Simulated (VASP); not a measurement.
# SiNi (Pmmn) in VASP: single point with PBE

Aim: the single point of SiNi with PBE.

Everything below comes from runs of VASP 6.6.1. Logs are shortened: lines on timing, memory, paths and dates and some standing lists are left out, and cuts for length are marked.

## Step 1: The cell of the first run

It takes space group Pmmn (No. 59, orthorhombic). Conventional cell: a = 3.132 Å, b = 3.177 Å, c = 4.709 Å, α = 90.00°, β = 90.00°, γ = 90.00°. Si (site symmetry mm2) has 6 Ni at 2.35 to 2.40 Å and 8 Si at 2.68 to 3.18 Å within 3.2 Å. Within 3.2 Å of Ni (site symmetry mm2) lie 6 Si at 2.35 to 2.40 Å and 8 Ni at 2.68 to 3.18 Å.

## Step 2: Single point, PBE (strain +0.0250 x Voigt [1, -1, 0, 0, 0, 0])

Contents of INCAR:

```
SYSTEM = SiNi
PREC = Accurate
ENCUT = 520
EDIFF = 1E-6
ISMEAR = 0
SIGMA = 0.15
LREAL = .False.
LASPH = .True.
NELM = 80
ALGO = Normal
ISIF = 2
LWAVE = .False.
LCHARG = .True.
GGA = PE
LELF = .True.
LVHAR = .True.
NBANDS = 22
```

Contents of KPOINTS:

```
Automatic mesh
0
Gamma
  16 14 10
  0 0 0
```

Contents of POSCAR:

```
SiNi
1.0
    3.1316656539      0.0000000000      0.0000000000
    0.0000000000      3.1768568595      0.0000000000
    0.0000000000      0.0000000000      4.7093899524
Si Ni
2 2
Direct
    0.5000000000      0.5000000000      0.8431827238
    0.0000000000      0.0000000000      0.1568172762
    0.5000000000      0.5000000000      0.3423059774
    0.0000000000      0.0000000000      0.6576940226
```

Potentials or basis: VASP PAW PBE potentials, release 64 (Si, Ni).

The run is started by

```bash
$ cat potpaw_PBE.64/Si/POTCAR potpaw_PBE.64/Ni/POTCAR > POTCAR
$ mpirun -np 1 vasp_std > vasp.out
```

OUTCAR:

```text
SYSTEM = SiNi
   PREC = Accurate
   ENCUT = 520
   EDIFF = 1E-6
   ISMEAR = 0
   LREAL = .False.
   LASPH = .True.
   NELM = 80
   ISIF = 2
   GGA = PE

 ion  position               nearest neighbor table
   1  0.500  0.500  0.843-   3 2.35   3 2.36   4 2.40   4 2.40   4 2.40   4 2.40   2 2.68   2 2.68
                             2 2.68   2 2.68
   2  0.000  0.000  0.157-   4 2.35   4 2.36   3 2.40   3 2.40   3 2.40   3 2.40   1 2.68   1 2.68
                             1 2.68   1 2.68
   3  0.500  0.500  0.342-   1 2.35   1 2.36   2 2.40   2 2.40   2 2.40   2 2.40   4 2.68   4 2.68
                             4 2.68   4 2.68
   4  0.000  0.000  0.658-   2 2.35   2 2.36   1 2.40   1 2.40   1 2.40   1 2.40   3 2.68   3 2.68
                             3 2.68   3 2.68

  LATTYP: Found a simple orthorhombic cell.
 ALAT       =     3.1316656539
 B/A-ratio  =     1.0144304056
 C/A-ratio  =     1.5037971715

  Lattice vectors:

 A1 = (   3.1316656539,   0.0000000000,   0.0000000000)
 A2 = (   0.0000000000,   3.1768568595,   0.0000000000)
 A3 = (   0.0000000000,   0.0000000000,   4.7093899524)

Analysis of symmetry for initial positions (statically):
=====================================================================
 Subroutine PRICEL returns:
 Original cell was already a primitive cell.

 Routine SETGRP: Setting up the symmetry group for a
 simple orthorhombic supercell.

 Subroutine GETGRP returns: Found  8 space group operations
 (whereof  4 operations were pure point group operations)
 out of a pool of  8 trial point group operations.

The static configuration has the point symmetry C_2v.
 The point group associated with its full space group is D_2h.

Analysis of symmetry for dynamics (positions and initial velocities):
=====================================================================
 Subroutine PRICEL returns:
 Original cell was already a primitive cell.

 Routine SETGRP: Setting up the symmetry group for a
 simple orthorhombic supercell.

 Subroutine GETGRP returns: Found  8 space group operations
 (whereof  4 operations were pure point group operations)
 out of a pool of  8 trial point group operations.

The dynamic configuration has the point symmetry C_2v.
 The point group associated with its full space group is D_2h.

 Subroutine INISYM returns: Found  8 space group operations
 (whereof  4 operations are pure point group operations),
 and found     1 'primitive' translations

----------------------------------------------------------------------------------------

                                     Primitive cell

  volume of cell :      46.8530

  direct lattice vectors                    reciprocal lattice vectors
     3.131665654  0.000000000  0.000000000     0.319318890  0.000000000  0.000000000
     0.000000000  3.176856859  0.000000000     0.000000000  0.314776537  0.000000000
     0.000000000  0.000000000  4.709389952     0.000000000  0.000000000  0.212341728

  length of vectors
     3.131665654  3.176856859  4.709389952     0.319318890  0.314776537  0.212341728

  position of ions in fractional coordinates (direct lattice)
     0.500000000  0.500000000  0.843182724
     0.000000000  0.000000000  0.156817276
     0.500000000  0.500000000  0.342305977
     0.000000000  0.000000000  0.657694023

  ion indices of the primitive-cell ions
   primitive index   ion index
                 1           1
                 2           2
                 3           3
                 4           4

----------------------------------------------------------------------------------------

 KPOINTS: Automatic mesh

Automatic generation of k-mesh.
 Grid dimensions read from file:
 generate k-points for:   16   14   10

 Generating k-lattice:

  Cartesian coordinates                     Fractional coordinates (reciprocal lattice)
     0.019957431  0.000000000  0.000000000     0.062500000  0.000000000  0.000000000
     0.000000000  0.022484038  0.000000000     0.000000000  0.071428571  0.000000000
     0.000000000  0.000000000  0.021234173     0.000000000  0.000000000  0.100000000

  Length of vectors
     0.019957431  0.022484038  0.021234173

  Shift w.r.t. Gamma in fractional coordinates (k-lattice)
     0.000000000  0.000000000  0.000000000

 Subroutine IBZKPT returns following result:
 ===========================================

 Found    432 irreducible k-points:

 Following reciprocal coordinates:
            Coordinates               Weight
  0.000000  0.000000  0.000000      1.000000
  0.062500  0.000000  0.000000      2.000000
  0.125000  0.000000  0.000000      2.000000
  0.187500  0.000000  0.000000      2.000000
  0.250000  0.000000  0.000000      2.000000
  0.312500  0.000000  0.000000      2.000000
[... 16 lines left out ...]
  0.250000  0.142857  0.000000      4.000000
  0.312500  0.142857  0.000000      4.000000
 [... further k-points ...]
   k-points           NKPTS =    432   k-points in BZ     NKDIM =    432   number of bands    NBANDS=     22
   number of dos      NEDOS =    301   number of ions     NIONS =      4
   total plane-waves  NPLWV =  20736
   dimension x,y,z NGX =    24 NGY =   24 NGZ =   36
   dimension x,y,z NGXF=    48 NGYF=   48 NGZF=   72
   ions per type =               2   2
   NGX,Y,Z   is equivalent  to a cutoff of  12.74, 12.56, 12.71 a.u.
   NGXF,Y,Z  is equivalent  to a cutoff of  25.48, 25.12, 25.42 a.u.
 SYSTEM =  SiNi
   PREC   = accura    normal or accurate (medium, high low for compatibility)
   ISTART =      0    job   : 0-new  1-cont  2-samecut
   ICHARG =      2    charge: 1-file 2-atom 10-const
   ISPIN  =      1    spin polarized calculation?
   LNONCOLLINEAR =      F non collinear calculations
   LSORBIT =      F    spin-orbit coupling
   LASPH  =      T    aspherical Exc in radial PAW
   ENCUT  =  520.0 eV  38.22 Ry    6.18 a.u.   5.82  5.91  8.76*2*pi/ulx,y,z
   NELM   =     80;   NELMIN=  2; NELMDL= -5     # of ELM steps
   EDIFF  = 0.1E-05   stopping-criterion for ELM
   LREAL  =      F    real-space projection
   EDIFFG = 0.1E-04   stopping-criterion for IOM
   NSW    =      0    number of steps for IOM
   IBRION =     -1    ionic relax: 0-MD 1-quasi-New 2-CG
   NFREE  =      0    steps in history (QN), initial steepest desc. (CG)
   ISIF   =      2    stress and relaxation
   ISYM   =      2    0-nonsym 1-usesym 2-fastsym
   POTIM  = 0.5000    time-step for ionic-motion
   TEBEG  =    0.0;   TEEND  =   0.0 temperature during run
   PSTRESS=    0.0 pullay stress
   NELECT =      28.0000    total number of electrons
   NUPDOWN=      -1.0000    fix difference up-down
   EMIN   =  10.00;   EMAX   =-10.00  energy-range for DOS
   EFERMI =   0.00;   METHOD = LEGACY
   ISMEAR =     0;   SIGMA  =   0.15  broadening in eV -4-tet -1-fermi 0-gaus
   EFERMI_NEDOS =   21; number of points for ismear=-14 and -15
   IALGO  =     38    algorithm
   IMIX   =      4    mixing-type and parameters
     AMIX     =   0.40;   BMIX     =  1.00
     AMIX_MAG =   1.60;   BMIX_MAG =  1.00
  volume/ion in A,a.u.               =      11.71        79.04
  Fermi-wavevector in a.u.,A,eV,Ry     =   1.378949  2.605836 25.871492  1.901501
  Thomas-Fermi vector in A             =   2.503964
   LORBIT       =      0    0 simple, 1 ext, 2 COOP (PROOUT), +10 PAW based schemes
   GGA     = PE    functional components
   LHFCALC =     F    Hartree Fock is set to
   AEXX    =    0.0000 exact exchange contribution
   IVDW    =     0    specifies the selected vdW correction
   LEPSILON=     F    determine dielectric tensor
   LRPA    =     F    only Hartree local field effects (RPA)
 non-spin polarized calculation
 Gauss-broadening in eV      SIGMA  =   0.15
  energy-cutoff  :      520.00
  volume of cell :       46.85
 maximum number of plane-waves:      1288
 NGX is ok and might be reduce to    24
   NGX = 11   NGY = 11   NGZ = 17

 number of electron      27.9999988 magnetization

 Free energy of the ion-electron system (eV)
  ---------------------------------------------------
  ext. energy  EPLUGINS =         0.00000000
  ---------------------------------------------------
  free energy    TOTEN  =       -23.61148769 eV

  energy without entropy =      -23.59755137  energy(sigma->0) =      -23.60451953

 E-fermi :  11.1422     XC(G=0): -12.4216

 val. band max:       11.1406053790   @ k =   0.3125   0.2857   0.1000
 cond. band min:      11.1434276559   @ k =   0.1875   0.2857   0.1000
 fundamental gap:      0.0028222769
 Fermi energy:        11.1421887495

 k-point     1 :       0.0000    0.0000    0.0000
  band No.  band energies     occupation
      1      -2.6051      2.00000
      2       3.1429      2.00000
      3       4.7811      2.00000
      4       7.0841      2.00000
      5       7.8836      2.00000
      6       7.9837      2.00000
[... 14 lines left out ...]
     21      20.0333      0.00000
     22      20.3769      0.00000

 k-point     2 :       0.0625    0.0000    0.0000
  band No.  band energies     occupation
      1      -2.5471      2.00000
      2       3.1816      2.00000
      3       4.8277      2.00000
      4       7.0446      2.00000
      5       7.8998      2.00000
      6       7.9505      2.00000
[... 14 lines left out ...]
     21      20.0981      0.00000
     22      20.6358      0.00000

 k-point     3 :       0.1250    0.0000    0.0000
  band No.  band energies     occupation
      1      -2.3737      2.00000
      2       3.2904      2.00000
      3       4.9658      2.00000
      4       6.8488      2.00000
      5       7.8651      2.00000
      6       7.9451      2.00000
[... 14 lines left out ...]
     21      20.2919      0.00000
     22      20.9504      0.00000
[... 476 lines left out ...]
 k-point    23 :       0.2500    0.1429    0.0000
  band No.  band energies     occupation
      1      -1.4021      2.00000
      2       3.6725      2.00000
      3       5.6902      2.00000
      4       5.8515      2.00000
      5       7.4179      2.00000
      6       7.5978      2.00000
[... 14 lines left out ...]
     21      18.5914      0.00000
     22      20.9803      0.00000

 k-point    24 :       0.3125    0.1429    0.0000
  band No.  band energies     occupation
      1      -0.8994      2.00000
      2       3.4637      2.00000
      3       5.4648      2.00000
      4       6.0138      2.00000
      5       7.3669      2.00000
      6       7.3863      2.00000
[... 14 lines left out ...]
     21      18.8780      0.00000
     22      21.8359      0.00000

 [... further k-points ...]

------------------------ aborting loop because EDIFF is reached ----------------------------------------

  FORCE on cell =-STRESS in cart. coord.  units (eV):
  Direction    XX          YY          ZZ          XY          YZ          ZX
  --------------------------------------------------------------------------------------
  -------------------------------------------------------------------------------------
  Total        0.0825651      0.1645242      0.1352012      0.0000000      0.0000000      0.0000000
  in kB        2.8233804      5.6260390      4.6233136      0.0000000      0.0000000      0.0000000
  external PRESSURE =       4.3575776 kB  Pullay stress =       0.0000000 kB

 VOLUME and BASIS-vectors are now :
 -----------------------------------------------------------------------------
  energy-cutoff  :      520.00
  volume of cell :       46.85
      direct lattice vectors                 reciprocal lattice vectors
     3.131665654  0.000000000  0.000000000     0.319318890  0.000000000  0.000000000
     0.000000000  3.176856859  0.000000000     0.000000000  0.314776537  0.000000000
     0.000000000  0.000000000  4.709389952     0.000000000  0.000000000  0.212341728

 POSITION                                       TOTAL-FORCE (eV/Angst)
 -----------------------------------------------------------------------------------
      1.56583      1.58843      3.97088         0.000000      0.000000      0.024754
      0.00000      0.00000      0.73851         0.000000      0.000000     -0.024754
      1.56583      1.58843      1.61205         0.000000      0.000000      0.013612
      0.00000      0.00000      3.09734         0.000000      0.000000     -0.013612
 -----------------------------------------------------------------------------------
    total drift:                                0.000000      0.000000      0.000000

  FREE ENERGIE OF THE ION-ELECTRON SYSTEM (eV)
  ---------------------------------------------------
  free  energy   TOTEN  =       -23.6114876886 eV

  energy  without entropy=      -23.5975513698  energy(sigma->0) =      -23.60451953
```

Run time: 2.7 min. Hardware: 1 thread of Intel Xeon 6975P-C, shared host; peak memory 0.47 GiB.

Results:

```yaml
Free_energy: -23.6115 eV
Pressure: 0.4 GPa
Largest_force: 0.025 eV/Å
Band_gap_on_the_k_mesh: zero (bands 14 and 15 overlap by 2.36 eV)
```

Forces in eV/Å, atoms in the order of the input:
```
Si   0.000  0.000  0.025
Si   0.000  0.000 -0.025
Ni   0.000  0.000  0.014
Ni   0.000  0.000 -0.014
```

Caveat: the cell differs from its parent crystal (strain +0.0250 x Voigt [1, -1, 0, 0, 0, 0]).
